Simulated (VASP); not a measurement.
# Ti (Fm-3m) in VASP: notebook, part 2 of 2

VASP 6.6.1. The steps go on from the part before.

## Step 5: Relaxation of cell and atoms, PBEsol, target pressure 13 GPa, at which the enthalpy is minimised

Contents of INCAR:

```
SYSTEM = Ti
PREC = Accurate
ENCUT = 600
EDIFF = 1E-6
ISMEAR = -1
SIGMA = 0.05
LREAL = .FALSE.
LASPH = .TRUE.
NELM = 60
ALGO = Normal
ISIF = 3
LWAVE = .FALSE.
LCHARG = .FALSE.
GGA = PS
IBRION = 2
NSW = 32
EDIFFG = -0.005
PSTRESS = 130.0
```

Contents of KPOINTS:

```
Automatic mesh
0
G
  17 17 17
  0 0 0
```

Contents of POSCAR:

```
Ti
1.0
    0.0000000000      1.9638478234      1.9638478234
    1.9638478234      0.0000000000      1.9638478234
    1.9638478234      1.9638478234      0.0000000000
Ti
1
Direct
    0.0000000000      0.0000000000      0.0000000000
```

Potentials or basis: VASP PAW PBE potentials, release 64 (Ti_sv).

Started as:

```bash
$ cat potpaw_PBE.64/Ti_sv/POTCAR > POTCAR
$ mpirun -np 1 vasp_std > vasp.out
```

OUTCAR:

```text
SYSTEM = Ti
   PREC = Accurate
   ENCUT = 600
   EDIFF = 1E-6
   ISMEAR = -1
   LREAL = .FALSE.
   LASPH = .TRUE.
   NELM = 60
   ISIF = 3
   GGA = PS
   IBRION = 2
   NSW = 32
   EDIFFG = -0.005
   PSTRESS = 130.0

 ion  position               nearest neighbor table
   1  0.000  0.000  0.000-

  LATTYP: Found a face centered cubic cell.
 ALAT       =     3.9276956468

  Lattice vectors:

 A1 = (   0.0000000000,   1.9638478234,   1.9638478234)
 A2 = (   1.9638478234,   0.0000000000,   1.9638478234)
 A3 = (   1.9638478234,   1.9638478234,   0.0000000000)

Analysis of symmetry for initial positions (statically):
=====================================================================
 Subroutine PRICEL returns:
 Original cell was already a primitive cell.

 Routine SETGRP: Setting up the symmetry group for a
 face centered cubic supercell.

 Subroutine GETGRP returns: Found 48 space group operations
 (whereof 48 operations were pure point group operations)
 out of a pool of 48 trial point group operations.

The static configuration has the point symmetry O_h .

Analysis of symmetry for dynamics (positions and initial velocities):
=====================================================================
 Subroutine PRICEL returns:
 Original cell was already a primitive cell.

 Routine SETGRP: Setting up the symmetry group for a
 face centered cubic supercell.

 Subroutine GETGRP returns: Found 48 space group operations
 (whereof 48 operations were pure point group operations)
 out of a pool of 48 trial point group operations.

The dynamic configuration has the point symmetry O_h .

 Subroutine INISYM returns: Found 48 space group operations
 (whereof 48 operations are pure point group operations),
 and found     1 'primitive' translations

----------------------------------------------------------------------------------------

                                     Primitive cell

  volume of cell :      15.1479

  direct lattice vectors                    reciprocal lattice vectors
     0.000000000  1.963847823  1.963847823    -0.254602212  0.254602212  0.254602212
     1.963847823  0.000000000  1.963847823     0.254602212 -0.254602212  0.254602212
     1.963847823  1.963847823  0.000000000     0.254602212  0.254602212 -0.254602212

  length of vectors
     2.777300226  2.777300226  2.777300226     0.440983967  0.440983967  0.440983967

  position of ions in fractional coordinates (direct lattice)
     0.000000000  0.000000000  0.000000000

  ion indices of the primitive-cell ions
   primitive index   ion index
                 1           1

----------------------------------------------------------------------------------------

 KPOINTS: Automatic mesh

Automatic generation of k-mesh.
 Grid dimensions read from file:
 generate k-points for:   17   17   17

 Generating k-lattice:

  Cartesian coordinates                     Fractional coordinates (reciprocal lattice)
    -0.014976601  0.014976601  0.014976601     0.058823529  0.000000000  0.000000000
     0.014976601 -0.014976601  0.014976601     0.000000000  0.058823529  0.000000000
     0.014976601  0.014976601 -0.014976601     0.000000000  0.000000000  0.058823529

  Length of vectors
     0.025940233  0.025940233  0.025940233

  Shift w.r.t. Gamma in fractional coordinates (k-lattice)
     0.000000000  0.000000000  0.000000000

 Subroutine IBZKPT returns following result:
 ===========================================

 Found    165 irreducible k-points:

 Following reciprocal coordinates:
            Coordinates               Weight
  0.000000  0.000000  0.000000      1.000000
  0.058824  0.000000  0.000000      8.000000
  0.117647  0.000000  0.000000      8.000000
  0.176471  0.000000  0.000000      8.000000
  0.235294  0.000000  0.000000      8.000000
  0.294118  0.000000  0.000000      8.000000
[... 16 lines left out ...]
 -0.176471  0.058824  0.000000     24.000000
 -0.117647  0.058824  0.000000     24.000000
 [... further k-points ...]
   k-points           NKPTS =    165   k-points in BZ     NKDIM =    165   number of bands    NBANDS=     10
   number of dos      NEDOS =    301   number of ions     NIONS =      1
   total plane-waves  NPLWV =  13824
   dimension x,y,z NGX =    24 NGY =   24 NGZ =   24
   dimension x,y,z NGXF=    48 NGYF=   48 NGZF=   48
   ions per type =               1
   NGX,Y,Z   is equivalent  to a cutoff of  14.37, 14.37, 14.37 a.u.
   NGXF,Y,Z  is equivalent  to a cutoff of  28.73, 28.73, 28.73 a.u.
 SYSTEM =  Ti
   PREC   = accura    normal or accurate (medium, high low for compatibility)
   ISTART =      0    job   : 0-new  1-cont  2-samecut
   ICHARG =      2    charge: 1-file 2-atom 10-const
   ISPIN  =      1    spin polarized calculation?
   LNONCOLLINEAR =      F non collinear calculations
   LSORBIT =      F    spin-orbit coupling
   LASPH  =      T    aspherical Exc in radial PAW
   ENCUT  =  600.0 eV  44.10 Ry    6.64 a.u.   5.55  5.55  5.55*2*pi/ulx,y,z
   NELM   =     60;   NELMIN=  2; NELMDL= -5     # of ELM steps
   EDIFF  = 0.1E-05   stopping-criterion for ELM
   LREAL  =      F    real-space projection
   EDIFFG = -.5E-02   stopping-criterion for IOM
   NSW    =     32    number of steps for IOM
   IBRION =      2    ionic relax: 0-MD 1-quasi-New 2-CG
   NFREE  =      1    steps in history (QN), initial steepest desc. (CG)
   ISIF   =      3    stress and relaxation
   ISYM   =      2    0-nonsym 1-usesym 2-fastsym
   POTIM  = 0.5000    time-step for ionic-motion
   TEBEG  =    0.0;   TEEND  =   0.0 temperature during run
   PSTRESS=  130.0 pullay stress
   NELECT =      12.0000    total number of electrons
   NUPDOWN=      -1.0000    fix difference up-down
   EMIN   =  10.00;   EMAX   =-10.00  energy-range for DOS
   EFERMI =   0.00;   METHOD = LEGACY
   ISMEAR =    -1;   SIGMA  =   0.05  broadening in eV -4-tet -1-fermi 0-gaus
   EFERMI_NEDOS =   21; number of points for ismear=-14 and -15
   IALGO  =     38    algorithm
   IMIX   =      4    mixing-type and parameters
     AMIX     =   0.40;   BMIX     =  1.00
     AMIX_MAG =   1.60;   BMIX_MAG =  1.00
  volume/ion in A,a.u.               =      15.15       102.22
  Fermi-wavevector in a.u.,A,eV,Ry     =   1.514784  2.862527 31.219534  2.294571
  Thomas-Fermi vector in A             =   2.624395
   LORBIT       =      0    0 simple, 1 ext, 2 COOP (PROOUT), +10 PAW based schemes
   GGA     = PS    functional components
   LHFCALC =     F    Hartree Fock is set to
   AEXX    =    0.0000 exact exchange contribution
   IVDW    =     0    specifies the selected vdW correction
   LEPSILON=     F    determine dielectric tensor
   LRPA    =     F    only Hartree local field effects (RPA)
 conjugate gradient relaxation of ions
 non-spin polarized calculation
  energy-cutoff  :      600.00
  volume of cell :       15.15
 maximum number of plane-waves:       531
   NGX = 11   NGY = 11   NGZ = 11

--------------------------------------- Ionic step        1  -------------------------------------------

 number of electron      12.0000001 magnetization

 Free energy of the ion-electron system (eV)
  ---------------------------------------------------
  ext. energy  EPLUGINS =         0.00000000
  ---------------------------------------------------
  free energy    TOTEN  =        -8.23493438 eV

  energy without entropy =       -8.22324182  energy(sigma->0) =       -8.22908810

------------------------ aborting loop because EDIFF is reached ----------------------------------------

  FORCE on cell =-STRESS in cart. coord.  units (eV):
  Direction    XX          YY          ZZ          XY          YZ          ZX
  --------------------------------------------------------------------------------------
  -------------------------------------------------------------------------------------
  Total        1.1859380      1.1859380      1.1859380      0.0000000     -0.0000000      0.0000000
  in kB      125.4351041    125.4351041    125.4351041      0.0000000     -0.0000000      0.0000000
  external PRESSURE =      -4.5648959 kB  Pullay stress =     130.0000000 kB
[... 61 lines left out ...]
--------------------------------------- Ionic step        3  -------------------------------------------

 number of electron      12.0000001 magnetization

 Free energy of the ion-electron system (eV)
  ---------------------------------------------------
  ext. energy  EPLUGINS =         0.00000000
  ---------------------------------------------------
  free energy    TOTEN  =        -8.23106699 eV

  energy without entropy =       -8.21942883  energy(sigma->0) =       -8.22524791

 E-fermi :   9.6726     XC(G=0): -12.3211

 val. band max:        9.6684756413   @ k =  -0.2941   0.2353   0.0588
 cond. band min:       9.6727677328   @ k =  -0.3529   0.1176   0.0000
 fundamental gap:      0.0042920915
 Fermi energy:         9.6725688973

 k-point     1 :       0.0000    0.0000    0.0000
  band No.  band energies     occupation
      1     -46.6016      2.00000
      2     -22.3487      2.00000
      3     -22.3487      2.00000
      4     -22.3487      2.00000
      5       3.2617      2.00000
      6      10.6100      0.00000
      7      10.6100      0.00000
      8      10.6100      0.00000
      9      12.5772      0.00000
     10      12.5772      0.00000
[... 287 lines left out ...]
 k-point    24 :      -0.1176    0.0588    0.0000
  band No.  band energies     occupation
      1     -46.5583      2.00000
      2     -22.5577      2.00000
      3     -22.4003      2.00000
      4     -22.3646      2.00000
      5       4.0456      2.00000
      6      10.1278      0.00022
      7      10.8712      0.00000
      8      10.8812      0.00000
      9      12.2452      0.00000
     10      12.6169      0.00000

 [... further k-points ...]
[... 5 lines left out ...]
  --------------------------------------------------------------------------------------
  -------------------------------------------------------------------------------------
  Total        1.2282064      1.2282064      1.2282064     -0.0000000     -0.0000000     -0.0000000
  in kB      130.3236252    130.3236252    130.3236252     -0.0000000     -0.0000000     -0.0000000
  external PRESSURE =       0.3236252 kB  Pullay stress =     130.0000000 kB
[... 20 lines left out ...]
  energy  without entropy=       -8.2194288281  energy(sigma->0) =       -8.22524791

  enthalpy is  TOTEN    =        -7.0059105361 eV   P V=        1.2251564524

 reached required accuracy - stopping structural energy minimisation
```

CONTCAR:

```text
Ti
   1.00000000000000
     0.0000000000000000    1.9617466907934809    1.9617466907934809
     1.9617466907934809    0.0000000000000000    1.9617466907934809
     1.9617466907934809    1.9617466907934809    0.0000000000000000
  Ti
     1
Direct
     0.0000000000000000    0.0000000000000000    0.0000000000000000

  0.00000000E+00  0.00000000E+00  0.00000000E+00
```

Run time: 39 s. Hardware: 1 thread of AMD EPYC 9R45 (Zen 5), shared host; peak memory 0.14 GiB.

What came out:

```yaml
Free_energy: -8.2311 eV
Relaxed_volume: 15.10 Å³/atom
Relaxed_cell: a = 2.774 Å, b = 2.774 Å, c = 2.774 Å, α = 60.00°, β = 60.00°, γ = 60.00°
Space_group_after_relaxing_to_0.05_Å: Fm-3m (No. 225)
Energy_change_on_relaxing_the_enthalpy_is_what_falls: +3.9 meV/atom
Ionic_steps: 3
Pressure_after_relaxing: 13.0 GPa
Band_gap_on_the_k_mesh: zero (band 6 reaches 10.61 eV, above the bottom of band 7 at 9.14 eV)
```

Step by step:
| step | energy change (eV) | largest force (eV/Å) | pressure (GPa) | volume (Å³) |
| --- | --- | --- | --- | --- |
| 1 | 0.0000 | 0.0000 | 12.54 | 15.15 |
| 2 | 0.0077 | 0.0000 | 13.47 | 15.05 |
| 3 | 0.0039 | 0.0000 | 13.03 | 15.10 |

Final structure:
```cif
data_structure
_symmetry_space_group_name_H-M 'P 1'
_symmetry_Int_Tables_number 1
_cell_length_a 2.7743
_cell_length_b 2.7743
_cell_length_c 2.7743
_cell_angle_alpha 60.000
_cell_angle_beta 60.000
_cell_angle_gamma 60.000
_cell_volume 15.10
loop_
_atom_site_label
_atom_site_type_symbol
_atom_site_fract_x
_atom_site_fract_y
_atom_site_fract_z
_atom_site_occupancy
Ti1 Ti 0.00000 0.00000 0.00000 1
```

Caveat: the cell is relaxed towards a set pressure, so the enthalpy falls and the energy may rise; the PAW data sets were made with another functional, which shifts forces and pressure a little.

## Step 6: Overview

| task | cell | cutoff (eV) | gap on the mesh (eV) | pressure (GPa) |
| --- | --- | --- | --- | --- |
| single point | a = 2.777 Å, angles 60.0°, 1 atom | 520 | none | 12.5 |
| relaxation of cell and atoms | relaxed to 13 GPa from a = 2.775 Å, angles 60.0°, 1 atom | 600 | none | 13.0 |
| relaxation of cell and atoms | relaxed to 13 GPa from a = 2.777 Å, angles 60.0°, 1 atom | 600 | none | 13.0 |

Alike in all rows: level PBEsol; potentials or basis VASP PAW PBE potentials, release 64 (Ti_sv); no spin polarisation; k mesh 17 × 17 × 17; smearing fermi-dirac 0.05 eV.

Caveats: the PAW data sets were made with another functional, which shifts forces and pressure a little; the cell is relaxed towards a set pressure, so the enthalpy falls and the energy may rise (some runs).

Total energies depend on the potentials used, so only differences within one code and one set of settings carry meaning.
